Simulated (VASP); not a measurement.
# Rb2CdSe2O6 (R-3m) in VASP: electric field gradients with PBE

Aim: the electric field gradients of Rb2CdSe2O6 with PBE.

Program: VASP 6.6.1. These are calculated values, not measurements. Logs are shortened: lines on timing, memory, paths and dates and some standing lists are left out, and cuts for length are marked.

## 1. The cell of the first run

It takes space group R-3m (No. 166, trigonal). The conventional cell has a = 5.750 Å, b = 5.750 Å, c = 19.669 Å, α = 90.00°, β = 90.00°, γ = 120.00°. Rb (site symmetry 3m) has 9 O at 2.94 to 3.09 Å and 4 Se at 3.47 to 3.81 Å and 3 Rb at 3.54 Å and 1 Cd at 3.89 Å within 3.9 Å. Within 3.1 Å of Cd (site symmetry -3m) lie 6 O at 2.34 Å. Se (site symmetry 3m) has 3 O at 1.72 Å within 2.3 Å. O (site symmetry m) has 1 Se at 1.72 Å and 1 Cd at 2.34 Å within 2.4 Å.

## 2. Electric field gradients, PBE

The input, INCAR:

```
ALGO = Normal ; EDIFF = 1E-8
ENCUT = 520 ; GGA = PE
ISIF = 2 ; ISMEAR = 0
LASPH = True ; LCHARG = False
LEFG = True ; LREAL = Auto
LUSENCCL = False ; LWAVE = False
NBANDS = 184 ; NELM = 100
PREC = Accurate ; SIGMA = 0.01
```

The input, KPOINTS:

```
k-points
0
Gamma
  2 2 2
```

The input, POSCAR:

```
Rb2CdSe2O6
1.0
   -5.7503017842     -3.3199382831      6.5561700000
    5.7503017842     -3.3199382831      6.5561700000
    0.0000000000      6.6398765661      6.5561700000
Rb Cd Se O
8 4 8 24
Direct
    0.8022830845      0.8022830845      0.8022830845
    0.3022830845      0.3022830845      0.8022830845
    0.3022830845      0.8022830845      0.3022830845
    0.8022830845      0.3022830845      0.3022830845
    0.1977169155      0.1977169155      0.1977169155
    0.6977169155      0.6977169155      0.1977169155
    0.6977169155      0.1977169155      0.6977169155
    0.1977169155      0.6977169155      0.6977169155
    0.0000000000      0.0000000000      0.0000000000
    0.5000000000      0.5000000000      0.0000000000
    0.5000000000      0.0000000000      0.5000000000
    0.0000000000      0.5000000000      0.5000000000
    0.6258833531      0.6258833531      0.6258833531
    0.1258833531      0.1258833531      0.6258833531
    0.1258833531      0.6258833531      0.1258833531
    0.6258833531      0.1258833531      0.1258833531
    0.3741166469      0.3741166469      0.3741166469
    0.8741166469      0.8741166469      0.3741166469
    0.8741166469      0.3741166469      0.8741166469
    0.3741166469      0.8741166469      0.8741166469
    0.5106897594      0.7448225625      0.5106897594
    0.0106897594      0.2448225625      0.5106897594
    0.0106897594      0.7448225625      0.0106897594
    0.5106897594      0.2448225625      0.0106897594
    0.5106897594      0.5106897594      0.7448225625
    0.0106897594      0.0106897594      0.7448225625
    0.0106897594      0.5106897594      0.2448225625
    0.5106897594      0.0106897594      0.2448225625
    0.7448225625      0.5106897594      0.5106897594
    0.2448225625      0.0106897594      0.5106897594
    0.2448225625      0.5106897594      0.0106897594
    0.7448225625      0.0106897594      0.0106897594
    0.4893102406      0.2551774375      0.4893102406
    0.9893102406      0.7551774375      0.4893102406
    0.9893102406      0.2551774375      0.9893102406
    0.4893102406      0.7551774375      0.9893102406
    0.2551774375      0.4893102406      0.4893102406
    0.7551774375      0.9893102406      0.4893102406
    0.7551774375      0.4893102406      0.9893102406
    0.2551774375      0.9893102406      0.9893102406
    0.4893102406      0.4893102406      0.2551774375
    0.9893102406      0.9893102406      0.2551774375
    0.9893102406      0.4893102406      0.7551774375
    0.4893102406      0.9893102406      0.7551774375
```

Potentials or basis: VASP PAW PBE potentials, release 64 (Rb_sv, Cd, Se, O).

The run is started by

```
cat potpaw_PBE.64/Rb_sv/POTCAR potpaw_PBE.64/Cd/POTCAR potpaw_PBE.64/Se/POTCAR potpaw_PBE.64/O/POTCAR > POTCAR
mpirun -np 1 vasp_std > vasp.out
```

OUTCAR:

```text
EDIFF = 1E-8
   ENCUT = 520
   GGA = PE
   ISIF = 2
   ISMEAR = 0
   LASPH = True
   LREAL = Auto
   NELM = 100
   PREC = Accurate

 ion  position               nearest neighbor table
   1  0.802  0.802  0.802-  23 2.94  32 2.94  26 2.94  43 3.09  44 3.09  34 3.09  38 3.09  36 3.09
                            39 3.09  13 3.47   7 3.54   8 3.54   6 3.54  20 3.81  19 3.81  18 3.81
   2  0.302  0.302  0.802-  24 2.94  31 2.94  25 2.94  43 3.09  44 3.09  33 3.09  37 3.09  35 3.09
                            40 3.09  14 3.47   7 3.54   8 3.54   5 3.54  20 3.81  19 3.81  17 3.81
   3  0.302  0.802  0.302-  21 2.94  30 2.94  28 2.94  41 3.09  42 3.09  36 3.09  40 3.09  37 3.09
                            34 3.09  15 3.47   5 3.54   6 3.54   8 3.54  18 3.81  17 3.81  20 3.81
   4  0.802  0.302  0.302-  22 2.94  29 2.94  27 2.94  41 3.09  42 3.09  35 3.09  39 3.09  38 3.09
                            33 3.09  16 3.47   5 3.54   6 3.54   7 3.54  18 3.81  17 3.81  19 3.81
   5  0.198  0.198  0.198-  35 2.94  40 2.94  42 2.94  28 3.09  27 3.09  30 3.09  22 3.09  31 3.09
                            24 3.09  17 3.47   3 3.54   4 3.54   2 3.54  15 3.81  16 3.81  14 3.81
   6  0.698  0.698  0.198-  36 2.94  39 2.94  41 2.94  28 3.09  27 3.09  29 3.09  21 3.09  32 3.09
                            23 3.09  18 3.47   3 3.54   4 3.54   1 3.54  15 3.81  16 3.81  13 3.81
   7  0.698  0.198  0.698-  33 2.94  38 2.94  44 2.94  26 3.09  25 3.09  32 3.09  24 3.09  22 3.09
                            29 3.09  19 3.47   1 3.54   2 3.54   4 3.54  13 3.81  14 3.81  16 3.81
   8  0.198  0.698  0.698-  34 2.94  37 2.94  43 2.94  26 3.09  25 3.09  31 3.09  23 3.09  21 3.09
                            30 3.09  20 3.47   1 3.54   2 3.54   3 3.54  13 3.81  14 3.81  15 3.81
   9  0.000  0.000  0.000-  23 2.34  32 2.34  35 2.34  40 2.34  26 2.34  42 2.34   1 3.89   5 3.89
[... 46 lines left out ...]
 A1 = (  -5.7503017842,  -3.3199382831,   6.5561700000)
 A2 = (   5.7503017842,  -3.3199382831,   6.5561700000)
 A3 = (   0.0000000000,   6.6398765661,   6.5561700000)

Analysis of symmetry for initial positions (statically):
=====================================================================
 Subroutine PRICEL returns following result:

  LATTYP: Found a trigonal (rhomboedric) cell.
 ALAT       =     7.3488335995
 COS(alpha) =     0.6938639655

  Lattice vectors:

 A1 = (   0.0000000000,  -3.3199382831,   6.5561700000)
 A2 = (   2.8751508921,   1.6599691415,   6.5561700000)
 A3 = (  -2.8751508921,   1.6599691415,   6.5561700000)

   4 primitive cells build up your supercell.

 Routine SETGRP: Setting up the symmetry group for a
 trigonal (rhombohedral) supercell.

 Subroutine GETGRP returns: Found 12 space group operations
 (whereof 12 operations were pure point group operations)
 out of a pool of 12 trial point group operations.

The static configuration has the point symmetry D_3d.

Analysis of symmetry for dynamics (positions and initial velocities):
=====================================================================
 Subroutine PRICEL returns following result:

  LATTYP: Found a trigonal (rhomboedric) cell.
 ALAT       =     7.3488335995
 COS(alpha) =     0.6938639655

  Lattice vectors:

 A1 = (   0.0000000000,  -3.3199382831,   6.5561700000)
 A2 = (   2.8751508921,   1.6599691415,   6.5561700000)
 A3 = (  -2.8751508921,   1.6599691415,   6.5561700000)

   4 primitive cells build up your supercell.

 Routine SETGRP: Setting up the symmetry group for a
 trigonal (rhombohedral) supercell.

 Subroutine GETGRP returns: Found 12 space group operations
 (whereof 12 operations were pure point group operations)
 out of a pool of 12 trial point group operations.

The dynamic configuration has the point symmetry D_3d.

 Subroutine INISYM returns: Found 12 space group operations
 (whereof 12 operations are pure point group operations),
 and found     4 'primitive' translations

----------------------------------------------------------------------------------------

                                     Primitive cell

  volume of cell :     187.7423

  direct lattice vectors                    reciprocal lattice vectors
     0.000000000 -3.319938283  6.556170000     0.000000000 -0.200806946  0.050842692
     2.875150892  1.659969142  6.556170000     0.173903916  0.100403473  0.050842692
    -2.875150892  1.659969142  6.556170000    -0.173903916  0.100403473  0.050842692

  length of vectors
[... 95 lines left out ...]
   EFERMI_NEDOS =   21; number of points for ismear=-14 and -15
   IALGO  =     38    algorithm
   IMIX   =      4    mixing-type and parameters
     AMIX     =   0.40;   BMIX     =  1.00
     AMIX_MAG =   1.60;   BMIX_MAG =  1.00
  volume/ion in A,a.u.               =      17.07       115.18
  Fermi-wavevector in a.u.,A,eV,Ry     =   1.221572  2.308436 20.303126  1.492238
  Thomas-Fermi vector in A             =   2.356749
   LORBIT       =      0    0 simple, 1 ext, 2 COOP (PROOUT), +10 PAW based schemes
   GGA     = PE    functional components
   LHFCALC =     F    Hartree Fock is set to
   AEXX    =    0.0000 exact exchange contribution
   IVDW    =     0    specifies the selected vdW correction
   LEPSILON=     F    determine dielectric tensor
   LRPA    =     F    only Hartree local field effects (RPA)
 non-spin polarized calculation
 Gauss-broadening in eV      SIGMA  =   0.01
  energy-cutoff  :      520.00
  volume of cell :      750.97
 maximum number of plane-waves:     20281
 NGX is ok and might be reduce to    70
   NGX = 35   NGY = 35   NGZ = 35

 number of electron     311.9999876 magnetization

 Free energy of the ion-electron system (eV)
  ---------------------------------------------------
  ext. energy  EPLUGINS =         0.00000000
  ---------------------------------------------------
  free energy    TOTEN  =      -213.16322698 eV

  energy without entropy =     -213.16322698  energy(sigma->0) =     -213.16322698

 E-fermi :   0.5933     XC(G=0):  -9.3947

 val. band max:        0.5364291149   @ k =   0.5000   0.0000   0.0000
 cond. band min:       4.3955819340   @ k =   0.0000   0.0000   0.0000
 fundamental gap:      3.8591528191
 Fermi energy:         0.5932986379

 k-point     1 :       0.0000    0.0000    0.0000
  band No.  band energies     occupation
      1     -23.8863      2.00000
      2     -23.8299      2.00000
      3     -23.8299      2.00000
      4     -23.8299      2.00000
      5     -23.7766      2.00000
      6     -23.7766      2.00000
[... 673 lines left out ...]
    167       6.0113      0.00000
    168       6.0113      0.00000
 [bands above 168 left out]

------------------------ aborting loop because EDIFF is reached ----------------------------------------

  FORCE on cell =-STRESS in cart. coord.  units (eV):
  Direction    XX          YY          ZZ          XY          YZ          ZX
  --------------------------------------------------------------------------------------
  -------------------------------------------------------------------------------------
  Total       17.4537475     17.4537475     13.0845422      0.0000000     -0.0000000     -0.0000000
  in kB       37.2372128     37.2372128     27.9156028      0.0000000     -0.0000000     -0.0000000
  external PRESSURE =      34.1300095 kB  Pullay stress =       0.0000000 kB

 VOLUME and BASIS-vectors are now :
 -----------------------------------------------------------------------------
  energy-cutoff  :      520.00
  volume of cell :      750.97
      direct lattice vectors                 reciprocal lattice vectors
    -5.750301784 -3.319938283  6.556170000    -0.086951958 -0.050201736  0.050842692
     5.750301784 -3.319938283  6.556170000     0.086951958 -0.050201736  0.050842692
     0.000000000  6.639876566  6.556170000     0.000000000  0.100403473  0.050842692

 POSITION                                       TOTAL-FORCE (eV/Angst)
 -----------------------------------------------------------------------------------
      0.00000     -0.00000     15.77971        -0.000000     -0.000000      0.002012
      0.00000      3.31994      9.22354        -0.000000     -0.000000      0.002012
      2.87515     -1.65997      9.22354        -0.000000     -0.000000      0.002012
     -2.87515     -1.65997      9.22354        -0.000000     -0.000000      0.002012
      0.00000     -0.00000      3.88880        -0.000000      0.000000     -0.002012
      0.00000     -3.31994     10.44497        -0.000000      0.000000     -0.002012
[... 36 lines left out ...]
     -2.87515      0.10536     14.64516        -0.000000     -0.144488      0.110933
      2.87515      0.10536     14.64516        -0.000000     -0.144488      0.110933
 -----------------------------------------------------------------------------------
    total drift:                               -0.000000     -0.000000     -0.000000

  FREE ENERGIE OF THE ION-ELECTRON SYSTEM (eV)
  ---------------------------------------------------
  free  energy   TOTEN  =      -213.1632269764 eV

  energy  without entropy=     -213.1632269764  energy(sigma->0) =     -213.16322698

 Electric field gradients (V/A^2)
---------------------------------------------------------------------
 ion       V_xx      V_yy      V_zz      V_xy      V_xz      V_yz
---------------------------------------------------------------------
   1       1.442     1.442    -2.884     0.000     0.000     0.000
   2       1.442     1.442    -2.884    -0.000    -0.000     0.000
   3       1.442     1.442    -2.884     0.000    -0.000     0.000
   4       1.442     1.442    -2.884     0.000     0.000     0.000
   5       1.442     1.442    -2.884    -0.000    -0.000     0.000
   6       1.442     1.442    -2.884    -0.000     0.000     0.000
[... 36 lines left out ...]
  43     -77.340   108.458   -31.118     0.000    -0.000   -57.556
  44     -77.340   108.458   -31.118     0.000    -0.000   -57.556
---------------------------------------------------------------------

 Electric field gradients after diagonalization (V/A^2)
 (convention: |V_zz| > |V_xx| > |V_yy|)
----------------------------------------------------------------------
 ion       V_xx      V_yy      V_zz     asymmetry (V_yy - V_xx)/ V_zz
----------------------------------------------------------------------
   1       1.442     1.442    -2.884       0.000
   2       1.442     1.442    -2.884       0.000
   3       1.442     1.442    -2.884       0.000
   4       1.442     1.442    -2.884       0.000
   5       1.442     1.442    -2.884       0.000
   6       1.442     1.442    -2.884       0.000
[... 36 lines left out ...]
  43     -77.340   -51.790   129.130       0.198
  44     -77.340   -51.790   129.130       0.198
----------------------------------------------------------------------

           NMR quadrupolar parameters

 Cq : quadrupolar parameter    Cq=e*Q*V_zz/h
 eta: asymmetry parameters     (V_yy - V_xx)/ V_zz
 Q  : nuclear electric quadrupole moment in mb (millibarn)
----------------------------------------------------------------------
 ion       Cq(MHz)       eta       Q (mb)
----------------------------------------------------------------------
   1      -0.007       0.000       1.000
   2      -0.007       0.000       1.000
   3      -0.007       0.000       1.000
   4      -0.007       0.000       1.000
   5      -0.007       0.000       1.000
   6      -0.007       0.000       1.000
[... 36 lines left out ...]
  43       0.312       0.198       1.000
  44       0.312       0.198       1.000
----------------------------------------------------------------------
```

It took 84 s on 1 × NVIDIA H100 80GB with 1 thread of Intel Xeon Platinum 8481C at 2.70GHz (Sapphire Rapids), shared host; peak memory 1.7 GiB.

Results:

| Property | Result |
| --- | --- |
| Free energy | -213.1632 eV |
| Pressure | 3.4 GPa |
| Largest force | 0.264 eV/Å |
| Band gap on the k mesh | 3.86 eV |
| Largest electric field gradient by atom | Rb -2.9; Cd -16.9; Se -300.0; O +129.1 V/Å² |

Forces on the atoms (eV/Å):
```
Rb   0.000  0.000  0.002
Rb   0.000  0.000  0.002
Rb   0.000  0.000  0.002
Rb   0.000  0.000  0.002
Rb   0.000  0.000 -0.002
Rb   0.000  0.000 -0.002
Rb   0.000  0.000 -0.002
Rb   0.000  0.000 -0.002
Cd   0.000  0.000  0.000
Cd   0.000  0.000  0.000
Cd   0.000  0.000  0.000
Cd   0.000  0.000  0.000
Se   0.000  0.000  0.264
Se   0.000  0.000  0.264
Se   0.000  0.000  0.264
Se   0.000  0.000  0.264
Se   0.000  0.000 -0.264
Se   0.000  0.000 -0.264
Se   0.000  0.000 -0.264
Se   0.000  0.000 -0.264
O    0.125 -0.072 -0.111
O    0.125 -0.072 -0.111
O    0.125 -0.072 -0.111
O    0.125 -0.072 -0.111
O    0.000  0.144 -0.111
O    0.000  0.144 -0.111
O    0.000  0.144 -0.111
O    0.000  0.144 -0.111
O   -0.125 -0.072 -0.111
O   -0.125 -0.072 -0.111
O   -0.125 -0.072 -0.111
O   -0.125 -0.072 -0.111
O   -0.125  0.072  0.111
O   -0.125  0.072  0.111
O   -0.125  0.072  0.111
O   -0.125  0.072  0.111
O    0.125  0.072  0.111
O    0.125  0.072  0.111
O    0.125  0.072  0.111
O    0.125  0.072  0.111
O    0.000 -0.144  0.111
O    0.000 -0.144  0.111
O    0.000 -0.144  0.111
O    0.000 -0.144  0.111
```

Levels at points of the mesh, in eV from the valence-band top:
| k point | band 154 | band 155 | band 156 | band 157 | band 158 | band 159 |
| --- | --- | --- | --- | --- | --- | --- |
| (0.00, 0.00, 0.00) | -0.05 | -0.05 | -0.05 | 3.86 | 4.50 | 4.50 |
| (0.50, 0.00, 0.00) | -0.15 | 0.00 | 0.00 | 4.34 | 4.34 | 4.41 |
| (0.50, 0.50, 0.00) | -0.08 | -0.02 | -0.02 | 4.31 | 4.31 | 4.46 |
| (0.50, 0.50, 0.50) | -0.02 | -0.02 | -0.02 | 4.13 | 4.56 | 4.56 |

Electric field gradients, principal values (V/Å²):
| atom | least | middle | greatest (by size) |
| --- | --- | --- | --- |
| 1 Rb | 1.442 | 1.442 | -2.884 |
| 2 Rb | 1.442 | 1.442 | -2.884 |
| 3 Rb | 1.442 | 1.442 | -2.884 |
| 4 Rb | 1.442 | 1.442 | -2.884 |
| 5 Rb | 1.442 | 1.442 | -2.884 |
| 6 Rb | 1.442 | 1.442 | -2.884 |
| 7 Rb | 1.442 | 1.442 | -2.884 |
| 8 Rb | 1.442 | 1.442 | -2.884 |
| 9 Cd | 8.442 | 8.442 | -16.883 |
| 10 Cd | 8.442 | 8.442 | -16.883 |
| 11 Cd | 8.442 | 8.442 | -16.883 |
| 12 Cd | 8.442 | 8.442 | -16.883 |
| 13 Se | 150.012 | 150.012 | -300.025 |
| 14 Se | 150.012 | 150.012 | -300.025 |
| 15 Se | 150.012 | 150.012 | -300.025 |
| 16 Se | 150.012 | 150.012 | -300.025 |
| 17 Se | 150.012 | 150.012 | -300.025 |
| 18 Se | 150.012 | 150.012 | -300.025 |
| 19 Se | 150.012 | 150.012 | -300.025 |
| 20 Se | 150.012 | 150.012 | -300.025 |
| 21 O | -51.790 | -77.340 | 129.130 |
| 22 O | -51.790 | -77.340 | 129.130 |
| 23 O | -51.790 | -77.340 | 129.130 |
| 24 O | -51.790 | -77.340 | 129.130 |
| 25 O | -51.790 | -77.340 | 129.130 |
| 26 O | -51.790 | -77.340 | 129.130 |
| 27 O | -51.790 | -77.340 | 129.130 |
| 28 O | -51.790 | -77.340 | 129.130 |
| 29 O | -51.790 | -77.340 | 129.130 |
| 30 O | -51.790 | -77.340 | 129.130 |
| 31 O | -51.790 | -77.340 | 129.130 |
| 32 O | -51.790 | -77.340 | 129.130 |
| 33 O | -51.790 | -77.340 | 129.130 |
| 34 O | -51.790 | -77.340 | 129.130 |
| 35 O | -51.790 | -77.340 | 129.130 |
| 36 O | -51.790 | -77.340 | 129.130 |
| 37 O | -51.790 | -77.340 | 129.130 |
| 38 O | -51.790 | -77.340 | 129.130 |
| 39 O | -51.790 | -77.340 | 129.130 |
| 40 O | -51.790 | -77.340 | 129.130 |
| 41 O | -51.790 | -77.340 | 129.130 |
| 42 O | -51.790 | -77.340 | 129.130 |
| 43 O | -51.790 | -77.340 | 129.130 |
| 44 O | -51.790 | -77.340 | 129.130 |

Caveat: the cell stands under pressure; without QUAD_EFG the Cq values of the log hold for a quadrupole moment of 1 mb, not for the nuclei. A k mesh can miss the band edges.
